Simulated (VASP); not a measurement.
CdTe (b), 2 atoms in the cell. It takes space group F-43m (No. 216, cubic). Conventional cell: a = 6.564 Å, b = 6.564 Å, c = 6.564 Å, α = 90.00°, β = 90.00°, γ = 90.00°. Cd (site symmetry -43m) has 4 Te at 2.84 Å within 3.7 Å. Within 3.7 Å of Te (site symmetry -43m) lie 4 Cd at 2.84 Å. 

| Quantity | Value |
| --- | --- |
| Program | VASP 6.6.1 |
| Task | relaxation of cell and atoms |
| Functional | PBEsol |
| Potentials or basis | VASP PAW PBE potentials, release 64 (Cd, Te) |
| Cutoff | 500 eV |
| k mesh | 10 × 10 × 10 |
| Occupations | gaussian, width 0.02 eV |
| Spin | no spin polarisation |
| Dipole correction | no |
| Further INCAR settings | ALGO = Normal; EDIFF = 1e-07; IBRION = 2; EDIFFG = -0.002; NSW = 100; ISIF = 3 |

Potentials or basis: VASP PAW PBE potentials, release 64 (Cd, Te).

Launch:

```console
$ cat potpaw_PBE.64/Cd/POTCAR potpaw_PBE.64/Te/POTCAR > POTCAR
$ mpirun -np 1 vasp_std > vasp.out
```

Hardware: 1 thread of Intel(R) Xeon(R) Platinum 8488C (Sapphire Rapids), on a shared host.

Estimate the wall time of this run.

Run time: 60 s on 1 thread of Intel(R) Xeon(R) Platinum 8488C (Sapphire Rapids) (shared host), peak memory 0.24 GiB. Counts: scf iterations 29, k points 47, ion steps 3.
